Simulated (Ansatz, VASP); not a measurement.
# One calculation of ZnCu2, two programs

```xyz
3
Lattice="2.5665 0.0000 0.0000 -1.2833 2.2227 0.0000 0.0000 0.0000 20.1911" Properties=species:S:1:pos:R:3 pbc="T T T"
Zn    0.0000    0.7409    8.0248
Cu    0.0000    2.2227   10.0955
Cu    1.2833    1.4818   12.1663
```

Alike in both runs: task single point; functional PBE; k mesh 15 × 15 × 1; occupations fermi-dirac, width 0.1 eV; no spin polarisation.

|  | VASP | Ansatz |
| --- | --- | --- |
| version | VASP 6.6.1 | Ansatz 0.2.0 |
| potentials or method | VASP PAW PBE potentials, release 64 (Zn, Cu), cutoff 520 eV | all-electron LAPW, scalar-relativistic |

```tsv
	VASP	Ansatz	Ansatz less VASP
rms of the force components (eV/Å)	0.293	0.282	-0.0107
```

Atom by atom the forces differ by 0.013 eV/Å (rms over components). Ansatz ran all-electron here, and VASP with PAW potentials.
